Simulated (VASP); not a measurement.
**CaO: single point with PBE**

The system is CaO.

```
Ca O
1.0
     0.00000    2.41227    2.41227
     2.41227    0.00000    2.41227
     2.41227    2.41227    0.00000
Ca O
1 1
Direct
  0.00000 0.00000 0.00000
  0.50000 0.50000 0.50000
```

This cell differs from its parent crystal: strain -0.015 along x and y, -0.015 along z.

- Program: VASP 6.6.1
- Task: single point
- Functional: PBE
- Potentials or basis: VASP PAW PBE potentials, release 64 (Ca_sv, O)
- Cutoff: 520 eV
- k mesh: 8 × 8 × 8
- Occupations: gaussian, width 0.05 eV
- Spin: no spin polarisation
- Dipole correction: no
- Further INCAR settings: ALGO = Normal; EDIFF = 1e-06; NBANDS = 15

```yaml
Pressure: 1.0 GPa
Band_gap_on_the_k_mesh: 3.64 eV, indirect (least direct gap 4.01 eV)
```

Levels at points of the mesh, in eV from the valence-band top:
```tsv
k point	band 6	band 7	band 8	band 9	band 10	band 11
(0.00, 0.00, 0.00)	0.00	0.00	0.00	4.62	6.20	6.20
(0.50, 0.00, 0.00)	-2.61	-1.18	-1.18	7.00	8.29	8.29
(0.50, 0.50, 0.00)	-1.31	-0.38	-0.38	3.64	7.96	8.83
```

Run time: 17 s on 1 thread of AMD EPYC 7R43 64-Core Processor (Zen 3), with other jobs on the host, peak memory 0.13 GiB.

Caveat: the cell differs from its parent crystal (strain -0.015 along x and y, -0.015 along z). A k mesh can miss the band edges.
